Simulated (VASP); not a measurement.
# AsI (P4/mmm) in VASP: further runs

AsI is run at these levels: PBE; tasks: single point, relaxation of cell and atoms.

Program: VASP 6.6.1. These are calculated values, not measurements. Logs are shortened: lines on timing, memory, paths and dates and some standing lists are left out, and cuts for length are marked.

### 1 The cell of the first run

It takes space group P4/mmm (No. 123, tetragonal). The conventional cell has a = 3.697 Å, b = 3.697 Å, c = 4.846 Å, α = 90.00°, β = 90.00°, γ = 90.00°. As (site symmetry 4/mmm) has 8 I at 3.56 Å and 4 As at 3.70 Å within 4.7 Å. Within 4.7 Å of I (site symmetry 4/mmm) lie 8 As at 3.56 Å and 4 I at 3.70 Å.

### 2 Single point, PBE

Input file INCAR:

```
SYSTEM = AsI
  PREC = Accurate
  ENCUT = 520
  EDIFF = 1E-6
  ISMEAR = 0
  SIGMA = 0.1
  LREAL = .False.
  LASPH = .True.
  NELM = 60
  ALGO = Normal
  ISIF = 2
  LWAVE = .False.
  LCHARG = .True.
  GGA = PE
  LELF = .True.
  LVHAR = .True.
  NBANDS = 13
```

Input file KPOINTS:

```
Automatic mesh
0
Gamma
  6 6 4
  0 0 0
```

Input file POSCAR:

```
AsI
1.0
    3.6974071557      0.0000000000      0.0000000000
    0.0000000000      3.6974071557      0.0000000000
    0.0000000000      0.0000000000      4.8462443791
As I
1 1
Direct
    0.5000000000      0.5000000000      0.5000000000
    0.0000000000      0.0000000000      0.0000000000
```

Potentials or basis: VASP PAW PBE potentials, release 64 (As, I).

Started as:

```
cat potpaw_PBE.64/As/POTCAR potpaw_PBE.64/I/POTCAR > POTCAR
mpirun -np 1 vasp_std > vasp.out
```

OUTCAR:

```text
SYSTEM = AsI
   PREC = Accurate
   ENCUT = 520
   EDIFF = 1E-6
   ISMEAR = 0
   LREAL = .False.
   LASPH = .True.
   NELM = 60
   ISIF = 2
   GGA = PE

 ion  position               nearest neighbor table
   1  0.500  0.500  0.500-
   2  0.000  0.000  0.000-

  LATTYP: Found a simple tetragonal cell.
 ALAT       =     3.6974071557
 C/A-ratio  =     1.3107142857

  Lattice vectors:

 A1 = (   3.6974071557,   0.0000000000,   0.0000000000)
 A2 = (   0.0000000000,   3.6974071557,   0.0000000000)
 A3 = (   0.0000000000,   0.0000000000,   4.8462443791)

Analysis of symmetry for initial positions (statically):
=====================================================================
 Subroutine PRICEL returns:
 Original cell was already a primitive cell.

 Routine SETGRP: Setting up the symmetry group for a
 simple tetragonal supercell.

 Subroutine GETGRP returns: Found 16 space group operations
 (whereof 16 operations were pure point group operations)
 out of a pool of 16 trial point group operations.

The static configuration has the point symmetry D_4h.

Analysis of symmetry for dynamics (positions and initial velocities):
=====================================================================
 Subroutine PRICEL returns:
 Original cell was already a primitive cell.

 Routine SETGRP: Setting up the symmetry group for a
 simple tetragonal supercell.

 Subroutine GETGRP returns: Found 16 space group operations
 (whereof 16 operations were pure point group operations)
 out of a pool of 16 trial point group operations.

The dynamic configuration has the point symmetry D_4h.

 Subroutine INISYM returns: Found 16 space group operations
 (whereof 16 operations are pure point group operations),
 and found     1 'primitive' translations

----------------------------------------------------------------------------------------

                                     Primitive cell

  volume of cell :      66.2521

  direct lattice vectors                    reciprocal lattice vectors
     3.697407156  0.000000000  0.000000000     0.270459800  0.000000000  0.000000000
     0.000000000  3.697407156  0.000000000     0.000000000  0.270459800  0.000000000
     0.000000000  0.000000000  4.846244379     0.000000000  0.000000000  0.206345352

  length of vectors
     3.697407156  3.697407156  4.846244379     0.270459800  0.270459800  0.206345352

  position of ions in fractional coordinates (direct lattice)
     0.500000000  0.500000000  0.500000000
     0.000000000  0.000000000  0.000000000
[... 87 lines left out ...]
   PSTRESS=    0.0 pullay stress
   NELECT =      12.0000    total number of electrons
   NUPDOWN=      -1.0000    fix difference up-down
   EMIN   =  10.00;   EMAX   =-10.00  energy-range for DOS
   EFERMI =   0.00;   METHOD = LEGACY
   ISMEAR =     0;   SIGMA  =   0.10  broadening in eV -4-tet -1-fermi 0-gaus
   EFERMI_NEDOS =   21; number of points for ismear=-14 and -15
   IALGO  =     38    algorithm
   IMIX   =      4    mixing-type and parameters
     AMIX     =   0.40;   BMIX     =  1.00
     AMIX_MAG =   1.60;   BMIX_MAG =  1.00
  volume/ion in A,a.u.               =      33.13       223.55
  Fermi-wavevector in a.u.,A,eV,Ry     =   0.926265  1.750387 11.673350  0.857967
  Thomas-Fermi vector in A             =   2.052209
   LORBIT       =      0    0 simple, 1 ext, 2 COOP (PROOUT), +10 PAW based schemes
   GGA     = PE    functional components
   LHFCALC =     F    Hartree Fock is set to
   AEXX    =    0.0000 exact exchange contribution
   IVDW    =     0    specifies the selected vdW correction
   LEPSILON=     F    determine dielectric tensor
   LRPA    =     F    only Hartree local field effects (RPA)
 non-spin polarized calculation
 Gauss-broadening in eV      SIGMA  =   0.10
  energy-cutoff  :      520.00
  volume of cell :       66.25
 maximum number of plane-waves:      1803
 NGX is ok and might be reduce to    28
   NGX = 13   NGY = 13   NGZ = 19

 number of electron      12.0000000 magnetization

 Free energy of the ion-electron system (eV)
  ---------------------------------------------------
  ext. energy  EPLUGINS =         0.00000000
  ---------------------------------------------------
  free energy    TOTEN  =        -4.21223245 eV

  energy without entropy =       -4.19486391  energy(sigma->0) =       -4.20354818

 E-fermi :   3.4617     XC(G=0):  -8.9181

 val. band max:        3.4576384449   @ k =   0.5000   0.5000   0.0000
 cond. band min:       3.4824275323   @ k =   0.5000   0.0000   0.2500
 fundamental gap:      0.0247890873
 Fermi energy:         3.4617018170

 k-point     1 :       0.0000    0.0000    0.0000
  band No.  band energies     occupation
      1      -9.7605      2.00000
      2      -6.3575      2.00000
      3      -0.2306      2.00000
      4       2.2878      2.00000
      5       2.2878      2.00000
      6       5.2540      0.00000
      7       5.3825      0.00000
      8       5.3825      0.00000
      9       7.9302      0.00000
     10       8.8115      0.00000
     11      10.7609      0.00000
     12      13.2642      0.00000
     13      13.2642      0.00000
[... 354 lines left out ...]
  band No.  band energies     occupation
      1      -8.8120      2.00000
      2      -6.4755      2.00000
      3      -1.1310      2.00000
      4      -0.7934      2.00000
      5       3.3738      1.78611
      6       4.5807      0.00000
      7       4.8754      0.00000
      8       4.9420      0.00000
      9       9.9893      0.00000
     10      10.1068      0.00000
     11      12.2257      0.00000
     12      12.3957      0.00000
     13      13.2836      0.00000

 [... further k-points ...]

------------------------ aborting loop because EDIFF is reached ----------------------------------------

  FORCE on cell =-STRESS in cart. coord.  units (eV):
  Direction    XX          YY          ZZ          XY          YZ          ZX
  --------------------------------------------------------------------------------------
  -------------------------------------------------------------------------------------
  Total       -1.5873792     -1.5873792     -3.6776107      0.0000000      0.0000000      0.0000000
  in kB      -38.3876391    -38.3876391    -88.9357708      0.0000000      0.0000000      0.0000000
  external PRESSURE =     -55.2370163 kB  Pullay stress =       0.0000000 kB

 VOLUME and BASIS-vectors are now :
 -----------------------------------------------------------------------------
  energy-cutoff  :      520.00
  volume of cell :       66.25
      direct lattice vectors                 reciprocal lattice vectors
     3.697407156  0.000000000  0.000000000     0.270459800  0.000000000  0.000000000
     0.000000000  3.697407156  0.000000000     0.000000000  0.270459800  0.000000000
     0.000000000  0.000000000  4.846244379     0.000000000  0.000000000  0.206345352

 POSITION                                       TOTAL-FORCE (eV/Angst)
 -----------------------------------------------------------------------------------
      1.84870      1.84870      2.42312         0.000000      0.000000      0.000000
      0.00000      0.00000      0.00000         0.000000      0.000000      0.000000
 -----------------------------------------------------------------------------------
    total drift:                                0.000000      0.000000      0.000000

  FREE ENERGIE OF THE ION-ELECTRON SYSTEM (eV)
  ---------------------------------------------------
  free  energy   TOTEN  =        -4.2122324523 eV

  energy  without entropy=       -4.1948639122  energy(sigma->0) =       -4.20354818
```

stdout:

```text
POSCAR found type information on POSCAR AsI
 POSCAR found :  2 types and       2 ions
 scaLAPACK will be used
 LDA part: xc-table for (Slater+PW92), standard interpolation
 POSCAR, INCAR and KPOINTS ok, starting setup
 FFT: planning ... GRIDC
 FFT: planning ... GRID_SOFT
 FFT: planning ... GRID
 WAVECAR not read
 entering main loop
```

Run time: 16 s. Hardware: 1 thread of Intel Xeon Platinum 8259CL at 2.50GHz (Skylake/Cascade Lake), shared host; peak memory 0.18 GiB.

What came out:

```
Free energy            : -4.2122 eV
Pressure               : -5.5 GPa
Band gap on the k mesh : zero (band 6 reaches 5.25 eV, above the bottom of band 7 at 1.62 eV)
```

Levels at points of the mesh, in eV from the Fermi level:
```csv
k point,band 3,band 4,band 5,band 6,band 7,band 8,band 9,band 10
"(0.00, 0.00, 0.00)",-3.69,-1.17,-1.17,1.79,1.92,1.92,4.47,5.35
"(0.50, 0.00, 0.00)",-3.19,-2.08,-1.91,-0.69,-0.18,1.30,7.08,7.49
"(0.50, 0.50, 0.00)",-4.04,-4.04,-1.41,0.00,0.00,0.11,4.81,5.03
"(0.00, 0.00, 0.50)",-1.96,-0.67,-0.60,-0.60,0.86,0.86,6.56,7.12
"(0.50, 0.00, 0.50)",-4.59,-4.26,-0.09,1.12,1.41,1.48,6.53,6.65
"(0.50, 0.50, 0.50)",-3.23,-3.23,-2.20,-1.84,-1.84,-0.91,8.26,8.56
```

Caveat: spin-orbit coupling is left out, which moves the levels of the heavy elements.

### 3 Relaxation of cell and atoms, PBE

Input file INCAR:

```
ALGO = Normal
EDIFF = 1E-6
EDIFFG = -0.04
ENCUT = 600
GGA = PE
IBRION = 2
ISIF = 3
ISMEAR = 0
LASPH = True
LCHARG = False
LREAL = False
LWAVE = False
NELM = 60
NSW = 90
PREC = Accurate
SIGMA = 0.1
```

Input file KPOINTS:

```
k-points
0
Gamma
  6 6 4
```

POSCAR is that of step 2.

Potentials or basis: VASP PAW PBE potentials, release 64 (As, I).

Started as:

```
cat potpaw_PBE.64/As/POTCAR potpaw_PBE.64/I/POTCAR > POTCAR
mpirun -np 1 vasp_std > vasp.out
```

OUTCAR:

```text
EDIFF = 1E-6
   EDIFFG = -0.04
   ENCUT = 600
   GGA = PE
   IBRION = 2
   ISIF = 3
   ISMEAR = 0
   LASPH = True
   LREAL = False
   NELM = 60
   NSW = 90
   PREC = Accurate

 ion  position               nearest neighbor table
   1  0.500  0.500  0.500-
   2  0.000  0.000  0.000-

  LATTYP: Found a simple tetragonal cell.
 ALAT       =     3.6974071557
 C/A-ratio  =     1.3107142857

  Lattice vectors:

 A1 = (   3.6974071557,   0.0000000000,   0.0000000000)
 A2 = (   0.0000000000,   3.6974071557,   0.0000000000)
 A3 = (   0.0000000000,   0.0000000000,   4.8462443791)

Analysis of symmetry for initial positions (statically):
=====================================================================
[... 178 lines left out ...]
 val. band max:        3.4576668560   @ k =   0.5000   0.5000   0.0000
 cond. band min:       3.4824679996   @ k =   0.5000   0.0000   0.2500
 fundamental gap:      0.0248011436
 Fermi energy:         3.4617385514
[... 413 lines left out ...]
  FREE ENERGIE OF THE ION-ELECTRON SYSTEM (eV)
  ---------------------------------------------------
  free  energy   TOTEN  =        -4.6212397599 eV

  energy  without entropy=       -4.6067530299  energy(sigma->0) =       -4.61399639

[... ionic steps 4 to 9 ...]

--------------------------------------- Ionic step       10  -------------------------------------------

 number of electron      12.0000001 magnetization

------------------------ aborting loop because EDIFF is reached ----------------------------------------
[... 388 lines left out ...]
--------------------------------------- Ionic step       12  -------------------------------------------

 number of electron      11.9999999 magnetization

 Free energy of the ion-electron system (eV)
  ---------------------------------------------------
  ext. energy  EPLUGINS =         0.00000000
  ---------------------------------------------------
  free energy    TOTEN  =        -4.74260219 eV

  energy without entropy =       -4.73734724  energy(sigma->0) =       -4.73997471

 E-fermi :   6.5043     XC(G=0): -10.0145

 val. band max:        6.3727393011   @ k =   0.5000   0.1667   0.0000
 cond. band min:       6.5483810513   @ k =   0.5000   0.3333   0.2500
 fundamental gap:      0.1756417501
 Fermi energy:         6.5043227178
[... 341 lines left out ...]
  FREE ENERGIE OF THE ION-ELECTRON SYSTEM (eV)
  ---------------------------------------------------
  free  energy   TOTEN  =        -4.7426021853 eV

  energy  without entropy=       -4.7373472405  energy(sigma->0) =       -4.73997471

 reached required accuracy - stopping structural energy minimisation
```

OSZICAR:

```text
N       E                     dE             d eps       ncg     rms          rms(c)
DAV:   1     0.448631513456E+02    0.44863E+02   -0.48604E+03   600   0.105E+03
DAV:   2    -0.198929617036E+01   -0.46852E+02   -0.45832E+02   952   0.137E+02
DAV:   3    -0.425661728504E+01   -0.22673E+01   -0.22292E+01   702   0.326E+01
[... 100 lines left out ...]
DAV:   2    -0.474414898786E+01    0.51056E-02   -0.11764E-02   600   0.588E-01    0.197E-01
DAV:   3    -0.474274665415E+01    0.14023E-02   -0.26114E-03   614   0.304E-01    0.189E-01
DAV:   4    -0.474264454240E+01    0.10211E-03   -0.12401E-04   778   0.720E-02    0.182E-01
DAV:   5    -0.474260311352E+01    0.41429E-04   -0.10314E-04   618   0.588E-02    0.290E-02
DAV:   6    -0.474260218534E+01    0.92817E-06   -0.68013E-06   610   0.155E-02
  12 F= -.47426022E+01 E0= -.47399747E+01  d E =-.628124E-02
```

It took 2.1 min on 1 thread of Intel Xeon Platinum 8259CL at 2.50GHz (Skylake/Cascade Lake), shared host; peak memory 0.22 GiB.

What came out:

```yaml
Free_energy: -4.7426 eV
Relaxed_volume: 25.86 Å³/atom
Relaxed_cell: a = 3.662 Å, b = 3.662 Å, c = 3.856 Å, α = 90.00°, β = 90.00°, γ = 90.00°
Space_group_after_relaxing_to_0.05_Å: P4/mmm (No. 123)
Energy_gained_by_relaxing: 265.2 meV/atom
Ionic_steps: 12
Pressure_after_relaxing: 0.0 GPa
Band_gap_on_the_k_mesh: zero (band 6 reaches 9.01 eV, above the bottom of band 7 at 3.67 eV)
```

The path:
```csv
step,energy change (eV),largest force (eV/Å),pressure (GPa),volume (Å³)
1,0.0000,0.0000,-5.53,66.25
2,-0.3555,0.0000,-2.17,55.83
3,-0.4091,0.0000,0.48,52.16
4,-0.4131,0.0000,1.55,51.00
5,-0.5031,0.0000,1.22,50.68
6,-0.5185,0.0000,1.31,50.50
7,-0.5166,0.0000,1.77,50.06
8,-0.5235,0.0000,1.51,50.25
9,-0.5241,0.0000,1.41,50.34
10,-0.5242,0.0000,1.46,50.30
11,-0.5289,0.0000,-0.66,52.45
12,-0.5304,0.0000,0.00,51.72
```

Final structure:
```
As I
1.0
     3.66237    0.00000    0.00000
     0.00000    3.66237    0.00000
     0.00000    0.00000    3.85574
As I
1 1
Cartesian
  1.8312 1.8312 1.9279
  0.0000 3.6624 0.0000
```

Levels at points of the mesh, in eV from the Fermi level:
```csv
k point,band 3,band 4,band 5,band 6,band 7,band 8,band 9,band 10
"(0.00, 0.00, 0.00)",-3.80,-3.07,-3.07,2.51,2.64,2.64,3.12,3.45
"(0.50, 0.00, 0.00)",-3.08,-2.15,-1.73,-1.54,-0.39,0.27,5.55,6.09
"(0.50, 0.50, 0.00)",-6.17,-6.17,-1.49,0.42,1.38,1.38,5.33,5.37
"(0.00, 0.00, 0.50)",-2.66,-1.70,-1.70,-1.36,0.11,0.11,5.49,6.11
"(0.50, 0.00, 0.50)",-6.33,-6.21,-1.07,0.85,1.87,1.93,5.80,5.98
"(0.50, 0.50, 0.50)",-4.49,-4.49,-4.18,-2.84,-2.84,-2.63,12.08,12.61
```

Caveat: the volume moved by over 15 % at a fixed basis, so the end points are rough; spin-orbit coupling is left out, which moves the levels of the heavy elements.
